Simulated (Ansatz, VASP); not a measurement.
## Ir: VASP beside Ansatz

```xyz
2
Lattice="2.7514 0.0000 0.0000 -1.3757 2.3828 0.0000 0.0000 0.0000 4.4623" Properties=species:S:1:pos:R:3 pbc="T T T"
Ir    1.1507    0.3443    3.3467
Ir    0.0000    1.5885    1.1156
```

Alike in both runs: task single point; functional PBEsol; k mesh 18 × 18 × 12; occupations gaussian, width 0.15 eV; no spin polarisation.

|  | VASP | Ansatz |
| --- | --- | --- |
| version | VASP 6.6.1 | Ansatz 0.2.0 |
| potentials or method | VASP PAW PBE potentials, release 64 (Ir), cutoff 520 eV | scalar-relativistic, plane waves, PAW |
| valence electrons in the cell | 18 | 34 |

Ansatz gave:

- gap on the k mesh at the Fermi level (eV): none
- pressure (GPa): -3.2
- traceless stress, the component that is largest in VASP (GPa): 14.83
- rms of the force components (eV/Å): 0.989

**Question.** Estimate VASP's values.

**Answer.** gap on the k mesh at the Fermi level (eV): none; pressure (GPa): -2.4; traceless stress, the component that is largest in VASP (GPa): 15.00; rms of the force components (eV/Å): 0.994.

VASP's potentials were made for PBE, not for PBEsol. Atom by atom the forces differ by 0.008 eV/Å (rms over components). A gap of «none» marks a metal or a gap that the smearing closes. VASP's potentials hold 18 valence electrons a cell and Ansatz's 34, so a difference there can come from the potentials and not from the codes.

Spin-orbit coupling is off throughout.
